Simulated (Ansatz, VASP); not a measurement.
**InAsS4 in VASP and in Ansatz**

```xyz
6
Lattice="0.0000 3.8924 3.8924 3.8924 0.0000 3.8924 3.8924 3.8924 0.0000" Properties=species:S:1:pos:R:3 pbc="T T T"
In    5.8386    5.8386    5.8386
As    0.0000    0.0000    0.0000
S     2.9926    4.7922    4.7922
S     2.9926    2.9926    2.9926
S     4.7922    4.7922    2.9926
S     4.7922    2.9926    4.7922
```

Change from the starting cell: species swapped into the TmCu4Ag type (F-43m, No. 216).

Alike in both runs: functional PBE; k mesh 4 × 4 × 4; occupations gaussian, width 0.1 eV; no spin polarisation.

Ansatz relaxed the structure, and its values are those at the end. VASP's run is a single point on that final structure, the one shown.

|  | VASP | Ansatz |
| --- | --- | --- |
| version | VASP 6.6.1 | Ansatz 0.2.0 |
| potentials or method | VASP PAW PBE potentials, release 64 (In_d, As, S), cutoff 520 eV | scalar-relativistic, plane waves, PAW |
| valence electrons in the cell | 42 | 52 |

Ansatz gave:

| Quantity | Value |
| --- | --- |
| gap on the k mesh at the Fermi level (eV) | none |
| pressure (GPa) | 0.2 |
| rms of the force components (eV/Å) | 0.018 |

What did VASP give for the same quantities?

gap on the k mesh at the Fermi level (eV): none; pressure (GPa): 0.0; rms of the force components (eV/Å): 0.003.

A gap of «none» marks a metal or a gap that the smearing closes. VASP's potentials hold 42 valence electrons a cell and Ansatz's 52, so a difference there can come from the potentials and not from the codes.
